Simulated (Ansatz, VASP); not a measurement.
# Si2W: VASP beside Ansatz

File INCAR:

```
SYSTEM = Si2W
AGGAC = 1.0 ; AGGAX = 1.0
ALDAC = 0.0 ; ALDAX = 1.0
ALGO = Normal ; EDIFF = 1E-6
ENCUT = 520 ; GGA = B5
ISIF = 2 ; ISMEAR = -1
LASPH = .TRUE. ; LCHARG = .FALSE.
LREAL = .FALSE. ; LWAVE = .FALSE.
NBANDS = 18 ; NELM = 100
PREC = Accurate ; SIGMA = 0.05
```

The input KPOINTS:

```
k-points
0
G
  12 12 12
  0 0 0
```

Contents of POSCAR:

```
Si2W
1.0
   -1.6069000000      1.6069000000      3.9149500000
    1.6069000000     -1.6069000000      3.9149500000
    1.6069000000      1.6069000000     -3.9149500000
W Si
1 2
Direct
    0.0000000000      0.0000000000      0.0000000000
    0.6653000000      0.6653000000      0.0000000000
    0.3347000000      0.3347000000      0.0000000000
```

File input.yaml:

```yaml
crystal:
  lattice:
    - [-1.6069, 1.6069, 3.91495]
    - [1.6069, -1.6069, 3.91495]
    - [1.6069, 1.6069, -3.91495]
  atoms:
    - { symbol: W, position: [0.0, 0.0, 0.0] }
    - { symbol: Si, position: [0.6653, 0.6653, 0.0] }
    - { symbol: Si, position: [0.3347, 0.3347, 0.0] }
kpoints:
  mp_grid: { grid: [12, 12, 12] }
  band_path:
    path:
      - [0.0, 0.0, 0.0]
      - [0.0, 0.0, 0.5]
      - [-0.084235521, 0.084235521, 0.5]
      - [-0.2921177605, 0.2921177605, 0.2921177605]
      - [0.0, 0.0, 0.0]
      - [0.5, 0.5, -0.5]
      - [0.2921177605, 0.7078822395, -0.2921177605]
      - [0.0, 0.5, 0.0]
    npoints: 12
scf:
  occupations: { method: fermi_dirac, width: 0.05 }
hamiltonian:
  xc: blyp
  pseudopotentials: { kind: all_electron, lapw: { basis_error: 0.002 } }
output:
  forces: true
  stress: true
  eigenvalues: true
```

Alike in both runs: functional BLYP; k mesh 12 × 12 × 12; occupations fermi-dirac, width 0.05 eV; no spin polarisation.

```csv
,VASP,Ansatz
version,VASP 6.6.1,Ansatz 0.2.0
potentials or method,"VASP PAW PBE potentials, release 64 (W_sv, Si), cutoff 520 eV","all-electron LAPW, scalar-relativistic"
task,single point,band structure
```

```tsv
	VASP	Ansatz	Ansatz less VASP
gap on the k mesh at the Fermi level (eV)	none	none	-
pressure (GPa)	13.3	12.2	-1.18
traceless stress, the component that is largest in VASP (GPa)	-0.64	-0.77	-0.128
rms of the force components (eV/Å)	0.006	0.000	-0.0057
```

VASP's potentials were made for PBE, not for BLYP. Atom by atom the forces differ by 0.007 eV/Å (rms over components). A gap of «none» marks a metal or a gap that the smearing closes. Ansatz ran all-electron here, and VASP with PAW potentials.

Neither program's run includes spin-orbit coupling.
